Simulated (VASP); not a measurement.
# CdO (Fm-3m) in VASP: notebook

CdO is run at these levels: LDA, PBE, BLYP; tasks: single point.

All numbers are computed with VASP 6.6.1; they aren't measurements. Logs are shortened: lines on timing, memory, paths and dates and some standing lists are left out, and cuts for length are marked.

## (1) The cell of the first run

Symmetry: Fm-3m, No. 225, cubic system. The conventional cell has a = 4.634 Å, b = 4.634 Å, c = 4.634 Å, α = 90.00°, β = 90.00°, γ = 90.00°. Within 3.1 Å of Cd (site symmetry m-3m) lie 6 O at 2.32 Å. Within 3.1 Å of O (site symmetry m-3m) lie 6 Cd at 2.32 Å.

## (2) Single point, LDA

The input, INCAR:

```
PREC = Accurate
ENCUT = 600
EDIFF = 1E-6
ISMEAR = 0
SIGMA = 0.05
LREAL = False
LASPH = True
NELM = 120
ALGO = Normal
ISIF = 2
LWAVE = False
LCHARG = False
NBANDS = 16
GGA_COMPAT = False
```

The input, KPOINTS:

```
regular mesh
0
Gamma
  8 8 8
```

The input, POSCAR:

```
CdO
1.0
    0.0000000000      2.3169482861      2.3169482861
    2.3169482861      0.0000000000      2.3169482861
    2.3169482861      2.3169482861      0.0000000000
Cd O
1 1
Direct
    0.0000000000      0.0000000000      0.0000000000
    0.5000000000      0.5000000000      0.5000000000
```

Potentials or basis: VASP PAW LDA potentials, release 64 (Cd, O).

The run is started by

```console
$ cat potpaw_LDA.64/Cd/POTCAR potpaw_LDA.64/O/POTCAR > POTCAR
$ mpirun -np 1 vasp_std > vasp.out
```

OUTCAR:

```text
PREC = Accurate
   ENCUT = 600
   EDIFF = 1E-6
   ISMEAR = 0
   LREAL = False
   LASPH = True
   NELM = 120
   ISIF = 2

 ion  position               nearest neighbor table
   1  0.000  0.000  0.000-   2 2.32   2 2.32   2 2.32   2 2.32   2 2.32   2 2.32
   2  0.500  0.500  0.500-   1 2.32   1 2.32   1 2.32   1 2.32   1 2.32   1 2.32

  LATTYP: Found a face centered cubic cell.
 ALAT       =     4.6338965722

  Lattice vectors:

 A1 = (   0.0000000000,   2.3169482861,   2.3169482861)
 A2 = (   2.3169482861,   0.0000000000,   2.3169482861)
 A3 = (   2.3169482861,   2.3169482861,   0.0000000000)

Analysis of symmetry for initial positions (statically):
=====================================================================
 Subroutine PRICEL returns:
 Original cell was already a primitive cell.

 Routine SETGRP: Setting up the symmetry group for a
 face centered cubic supercell.

 Subroutine GETGRP returns: Found 48 space group operations
 (whereof 48 operations were pure point group operations)
 out of a pool of 48 trial point group operations.

The static configuration has the point symmetry O_h .

Analysis of symmetry for dynamics (positions and initial velocities):
=====================================================================
 Subroutine PRICEL returns:
 Original cell was already a primitive cell.

 Routine SETGRP: Setting up the symmetry group for a
 face centered cubic supercell.

 Subroutine GETGRP returns: Found 48 space group operations
 (whereof 48 operations were pure point group operations)
 out of a pool of 48 trial point group operations.

The dynamic configuration has the point symmetry O_h .

 Subroutine INISYM returns: Found 48 space group operations
 (whereof 48 operations are pure point group operations),
 and found     1 'primitive' translations

----------------------------------------------------------------------------------------

                                     Primitive cell

  volume of cell :      24.8759

  direct lattice vectors                    reciprocal lattice vectors
     0.000000000  2.316948286  2.316948286    -0.215801105  0.215801105  0.215801105
     2.316948286  0.000000000  2.316948286     0.215801105 -0.215801105  0.215801105
     2.316948286  2.316948286  0.000000000     0.215801105  0.215801105 -0.215801105

  length of vectors
     3.276659690  3.276659690  3.276659690     0.373778478  0.373778478  0.373778478

  position of ions in fractional coordinates (direct lattice)
     0.000000000  0.000000000  0.000000000
     0.500000000  0.500000000  0.500000000

  ion indices of the primitive-cell ions
   primitive index   ion index
                 1           1
                 2           2

----------------------------------------------------------------------------------------

 KPOINTS: regular mesh

Automatic generation of k-mesh.
 Grid dimensions read from file:
 generate k-points for:    8    8    8

 Generating k-lattice:

  Cartesian coordinates                     Fractional coordinates (reciprocal lattice)
    -0.026975138  0.026975138  0.026975138     0.125000000  0.000000000  0.000000000
     0.026975138 -0.026975138  0.026975138     0.000000000  0.125000000  0.000000000
     0.026975138  0.026975138 -0.026975138     0.000000000  0.000000000  0.125000000

  Length of vectors
     0.046722310  0.046722310  0.046722310

  Shift w.r.t. Gamma in fractional coordinates (k-lattice)
     0.000000000  0.000000000  0.000000000

 Subroutine IBZKPT returns following result:
 ===========================================

 Found     29 irreducible k-points:

 Following reciprocal coordinates:
            Coordinates               Weight
  0.000000  0.000000  0.000000      1.000000
  0.125000  0.000000  0.000000      8.000000
  0.250000  0.000000  0.000000      8.000000
  0.375000  0.000000  0.000000      8.000000
  0.500000  0.000000  0.000000      4.000000
  0.125000  0.125000  0.000000      6.000000
[... 16 lines left out ...]
  0.500000  0.250000  0.125000     48.000000
 -0.375000  0.250000  0.125000     24.000000
 [... further k-points ...]
   k-points           NKPTS =     29   k-points in BZ     NKDIM =     29   number of bands    NBANDS=     16
   number of dos      NEDOS =    301   number of ions     NIONS =      2
   total plane-waves  NPLWV =  21952
   dimension x,y,z NGX =    28 NGY =   28 NGZ =   28
   dimension x,y,z NGXF=    56 NGYF=   56 NGZF=   56
   ions per type =               1   1
   NGX,Y,Z   is equivalent  to a cutoff of  14.21, 14.21, 14.21 a.u.
   NGXF,Y,Z  is equivalent  to a cutoff of  28.41, 28.41, 28.41 a.u.
 SYSTEM =  unknown system
   PREC   = accura    normal or accurate (medium, high low for compatibility)
   ISTART =      0    job   : 0-new  1-cont  2-samecut
   ICHARG =      2    charge: 1-file 2-atom 10-const
   ISPIN  =      1    spin polarized calculation?
   LNONCOLLINEAR =      F non collinear calculations
   LSORBIT =      F    spin-orbit coupling
   LASPH  =      T    aspherical Exc in radial PAW
   ENCUT  =  600.0 eV  44.10 Ry    6.64 a.u.   6.54  6.54  6.54*2*pi/ulx,y,z
   NELM   =    120;   NELMIN=  2; NELMDL= -5     # of ELM steps
   EDIFF  = 0.1E-05   stopping-criterion for ELM
   LREAL  =      F    real-space projection
   EDIFFG = 0.1E-04   stopping-criterion for IOM
   NSW    =      0    number of steps for IOM
   IBRION =     -1    ionic relax: 0-MD 1-quasi-New 2-CG
   NFREE  =      0    steps in history (QN), initial steepest desc. (CG)
   ISIF   =      2    stress and relaxation
   ISYM   =      2    0-nonsym 1-usesym 2-fastsym
   POTIM  = 0.5000    time-step for ionic-motion
   TEBEG  =    0.0;   TEEND  =   0.0 temperature during run
   PSTRESS=    0.0 pullay stress
   NELECT =      18.0000    total number of electrons
   NUPDOWN=      -1.0000    fix difference up-down
   EMIN   =  10.00;   EMAX   =-10.00  energy-range for DOS
   EFERMI =   0.00;   METHOD = LEGACY
   ISMEAR =     0;   SIGMA  =   0.05  broadening in eV -4-tet -1-fermi 0-gaus
   EFERMI_NEDOS =   21; number of points for ismear=-14 and -15
   IALGO  =     38    algorithm
   IMIX   =      4    mixing-type and parameters
     AMIX     =   0.40;   BMIX     =  1.00
     AMIX_MAG =   1.60;   BMIX_MAG =  1.00
  volume/ion in A,a.u.               =      12.44        83.94
  Fermi-wavevector in a.u.,A,eV,Ry     =   1.469736  2.777398 29.390269  2.160124
  Thomas-Fermi vector in A             =   2.585077
   LORBIT       =      0    0 simple, 1 ext, 2 COOP (PROOUT), +10 PAW based schemes
   GGA     = CA    functional components
   LHFCALC =     F    Hartree Fock is set to
   AEXX    =    0.0000 exact exchange contribution
   IVDW    =     0    specifies the selected vdW correction
   LEPSILON=     F    determine dielectric tensor
   LRPA    =     F    only Hartree local field effects (RPA)
 non-spin polarized calculation
 Gauss-broadening in eV      SIGMA  =   0.05
  energy-cutoff  :      600.00
  volume of cell :       24.88
 maximum number of plane-waves:       869
 NGX is ok and might be reduce to    28
   NGX = 13   NGY = 13   NGZ = 13

 number of electron      18.0000002 magnetization

 Free energy of the ion-electron system (eV)
  ---------------------------------------------------
  ext. energy  EPLUGINS =         0.00000000
  ---------------------------------------------------
  free energy    TOTEN  =        -9.34049607 eV

  energy without entropy =       -9.34025583  energy(sigma->0) =       -9.34037595

 E-fermi :   2.2504     XC(G=0): -12.4318

 val. band max:        2.2086948268   @ k =   0.5000   0.0000   0.0000
 cond. band min:       3.1452448023   @ k =   0.1250   0.0000   0.0000
 fundamental gap:      0.9365499755
 Fermi energy:         2.2503669395

 k-point     1 :       0.0000    0.0000    0.0000
  band No.  band energies     occupation
      1     -15.2518      2.00000
      2      -4.5669      2.00000
      3      -4.5669      2.00000
      4      -4.5669      2.00000
      5      -4.2350      2.00000
      6      -4.2350      2.00000
[... 8 lines left out ...]
     15      20.6848      0.00000
     16      20.6848      0.00000

 k-point     2 :       0.1250    0.0000    0.0000
  band No.  band energies     occupation
      1     -15.1275      2.00000
      2      -4.6505      2.00000
      3      -4.5600      2.00000
      4      -4.5600      2.00000
      5      -4.3376      2.00000
      6      -4.3376      2.00000
[... 8 lines left out ...]
     15      21.0156      0.00000
     16      21.0156      0.00000

 k-point     3 :       0.2500    0.0000    0.0000
  band No.  band energies     occupation
      1     -14.8094      2.00000
      2      -4.9847      2.00000
      3      -4.8474      2.00000
      4      -4.8474      2.00000
      5      -4.2231      2.00000
      6      -4.2231      2.00000
[... 8 lines left out ...]
     15      21.9431      0.00000
     16      21.9431      0.00000

 k-point     4 :       0.3750    0.0000    0.0000
  band No.  band energies     occupation
      1     -14.4601      2.00000
      2      -5.5067      2.00000
      3      -5.1588      2.00000
      4      -5.1588      2.00000
      5      -4.0243      2.00000
      6      -4.0243      2.00000
[... 8 lines left out ...]
     15      23.3705      0.00000
     16      23.3705      0.00000

 k-point     5 :       0.5000    0.0000    0.0000
  band No.  band energies     occupation
      1     -14.3039      2.00000
      2      -5.7657      2.00000
      3      -5.2788      2.00000
      4      -5.2788      2.00000
      5      -3.9372      2.00000
      6      -3.9372      2.00000
[... 8 lines left out ...]
     15      23.7137      0.00000
     16      24.5543      0.00000

 k-point     6 :       0.1250    0.1250    0.0000
  band No.  band energies     occupation
      1     -15.0939      2.00000
      2      -4.6472      2.00000
      3      -4.6201      2.00000
      4      -4.5053      2.00000
      5      -4.5053      2.00000
      6      -4.1913      2.00000
[... 8 lines left out ...]
     15      21.6220      0.00000
     16      23.5089      0.00000

 k-point     7 :       0.2500    0.1250    0.0000
  band No.  band energies     occupation
      1     -14.8614      2.00000
      2      -4.9763      2.00000
      3      -4.7812      2.00000
      4      -4.5705      2.00000
      5      -4.3752      2.00000
      6      -4.1278      2.00000
[... 8 lines left out ...]
     15      22.2389      0.00000
     16      24.2410      0.00000

 k-point     8 :       0.3750    0.1250    0.0000
  band No.  band energies     occupation
      1     -14.5465      2.00000
      2      -5.3041      2.00000
      3      -5.0359      2.00000
      4      -4.8766      2.00000
      5      -4.1824      2.00000
      6      -3.9720      2.00000
[... 8 lines left out ...]
     15      22.6183      0.00000
     16      24.8134      0.00000

 k-point     9 :       0.5000    0.1250    0.0000
  band No.  band energies     occupation
      1     -14.3353      2.00000
      2      -5.5596      2.00000
      3      -5.1628      2.00000
      4      -5.1309      2.00000
      5      -3.9995      2.00000
      6      -3.9176      2.00000
[... 8 lines left out ...]
     15      22.7328      0.00000
     16      24.4884      0.00000
[... 172 lines left out ...]
 k-point    19 :       0.5000    0.3750    0.0000
  band No.  band energies     occupation
      1     -14.4759      2.00000
      2      -5.0596      2.00000
      3      -4.1977      2.00000
      4      -4.1950      2.00000
      5      -3.8152      2.00000
      6      -3.7381      2.00000
[... 8 lines left out ...]
     15      26.3800      0.00000
     16      26.4034      0.00000

 k-point    20 :      -0.3750    0.3750    0.0000
  band No.  band energies     occupation
      1     -14.3918      2.00000
      2      -5.1017      2.00000
      3      -4.5953      2.00000
      4      -4.4273      2.00000
      5      -3.8782      2.00000
      6      -3.7468      2.00000
[... 8 lines left out ...]
     15      24.2456      0.00000
     16      27.1731      0.00000

 k-point    21 :       0.5000    0.5000    0.0000
  band No.  band energies     occupation
      1     -14.5030      2.00000
      2      -5.0995      2.00000
      3      -3.9306      2.00000
      4      -3.7745      2.00000
      5      -3.7745      2.00000
      6      -3.3747      2.00000
[... 8 lines left out ...]
     15      25.9844      0.00000
     16      28.2225      0.00000

 k-point    22 :       0.3750    0.2500    0.1250
  band No.  band energies     occupation
      1     -14.6513      2.00000
      2      -5.1461      2.00000
      3      -4.8477      2.00000
      4      -4.7384      2.00000
      5      -4.2567      2.00000
      6      -3.9589      2.00000
[... 8 lines left out ...]
     15      23.9163      0.00000
     16      24.4922      0.00000

 k-point    23 :       0.5000    0.2500    0.1250
  band No.  band energies     occupation
      1     -14.4329      2.00000
      2      -5.2457      2.00000
      3      -5.0027      2.00000
      4      -4.8636      2.00000
      5      -4.0848      2.00000
      6      -3.8690      2.00000
[... 8 lines left out ...]
     15      23.2059      0.00000
     16      24.8076      0.00000

 k-point    24 :      -0.3750    0.2500    0.1250
  band No.  band energies     occupation
      1     -14.3398      2.00000
      2      -5.3320      2.00000
      3      -4.9653      2.00000
      4      -4.9551      2.00000
      5      -3.9362      2.00000
      6      -3.9293      2.00000
[... 8 lines left out ...]
     15      21.9507      0.00000
     16      25.4839      0.00000

 [... further k-points ...]

------------------------ aborting loop because EDIFF is reached ----------------------------------------

  FORCE on cell =-STRESS in cart. coord.  units (eV):
  Direction    XX          YY          ZZ          XY          YZ          ZX
  --------------------------------------------------------------------------------------
  -------------------------------------------------------------------------------------
  Total        0.3086769      0.3086769      0.3086769      0.0000000      0.0000000      0.0000000
  in kB       19.8808817     19.8808817     19.8808817      0.0000000      0.0000000      0.0000000
  external PRESSURE =      19.8808817 kB  Pullay stress =       0.0000000 kB

 VOLUME and BASIS-vectors are now :
 -----------------------------------------------------------------------------
  energy-cutoff  :      600.00
  volume of cell :       24.88
      direct lattice vectors                 reciprocal lattice vectors
     0.000000000  2.316948286  2.316948286    -0.215801105  0.215801105  0.215801105
     2.316948286  0.000000000  2.316948286     0.215801105 -0.215801105  0.215801105
     2.316948286  2.316948286  0.000000000     0.215801105  0.215801105 -0.215801105

 POSITION                                       TOTAL-FORCE (eV/Angst)
 -----------------------------------------------------------------------------------
      0.00000      0.00000      0.00000         0.000000      0.000000     -0.000000
      2.31695      2.31695      2.31695         0.000000      0.000000      0.000000
 -----------------------------------------------------------------------------------
    total drift:                                0.000000      0.000000      0.000000

  FREE ENERGIE OF THE ION-ELECTRON SYSTEM (eV)
  ---------------------------------------------------
  free  energy   TOTEN  =        -9.3404960666 eV

  energy  without entropy=       -9.3402558293  energy(sigma->0) =       -9.34037595
```

It took 25 s on 1 thread of Intel Xeon 8259CL, shared host; peak memory 0.15 GiB.

Results:

```
Free energy            : -9.3405 eV
Pressure               : 2.0 GPa
Band gap on the k mesh : zero (band 9 reaches 2.21 eV, above the bottom of band 10 at 1.78 eV)
```

Levels at points of the mesh, in eV from the Fermi level:
```tsv
k point	band 6	band 7	band 8	band 9	band 10	band 11	band 12	band 13
(0.00, 0.00, 0.00)	-6.49	-1.59	-1.59	-1.59	-0.47	14.81	17.12	17.12
(0.50, 0.00, 0.00)	-6.19	-3.99	-0.04	-0.04	4.26	7.41	11.85	11.85
(0.50, 0.50, 0.00)	-5.63	-4.80	-2.63	-2.63	3.79	8.52	11.21	13.43
```

## (3) Single point, LDA (volume scaled by 0.98)

The input, INCAR:

```
SYSTEM = CdO
ALGO     = Normal         ! electronic algorithm
EDIFF    = 1E-6           ! SCF threshold, eV
ENCUT    = 600            ! plane-wave cutoff, eV
GGA_COMPAT= .False.      
ISIF     = 2              ! what is computed and relaxed
ISMEAR   = 0              ! smearing method
LASPH    = .True.         ! aspherical terms in the spheres
LCHARG   = .False.        ! write CHGCAR
LREAL    = .False.        ! projectors in reciprocal space
LWAVE    = .False.        ! write WAVECAR
NBANDS   = 16             ! bands
NELM     = 120            ! most SCF steps
PREC     = Accurate       ! precision mode
SIGMA    = 0.05           ! smearing width, eV
```

The input, KPOINTS:

```
k-points
0
Gamma
  8 8 8
  0 0 0
```

The input, POSCAR:

```
CdO
1.0
    0.0000000000      2.3013978291      2.3013978291
    2.3013978291      0.0000000000      2.3013978291
    2.3013978291      2.3013978291      0.0000000000
Cd O
1 1
Direct
    0.0000000000      0.0000000000      0.0000000000
    0.5000000000      0.5000000000      0.5000000000
```

Potentials or basis: VASP PAW LDA potentials, release 64 (Cd, O).

The run is started by

```console
$ cat potpaw_LDA.64/Cd/POTCAR potpaw_LDA.64/O/POTCAR > POTCAR
$ mpirun -np 1 vasp_std > vasp.out
```

Wall time 28 s (1 thread of Intel Xeon 8259CL, shared host); peak memory 0.15 GiB.

Results (log left out):

```yaml
Free_energy: -9.3275 eV
Pressure: 5.7 GPa
Band_gap_on_the_k_mesh: zero (band 9 reaches 2.42 eV, above the bottom of band 10 at 2.04 eV)
```

Levels at points of the mesh, in eV from the Fermi level:
```
           k point  band 7  band 8  band 9  band 10  band 11  band 12
(0.00, 0.00, 0.00)   -1.68   -1.68   -1.68    -0.43    14.82    17.26
(0.50, 0.00, 0.00)   -4.04   -0.04   -0.04     4.26     7.55    11.95
(0.50, 0.50, 0.00)   -4.96   -2.74   -2.74     3.87     8.60    11.28
```

(Part 1 of 2 ends here.)
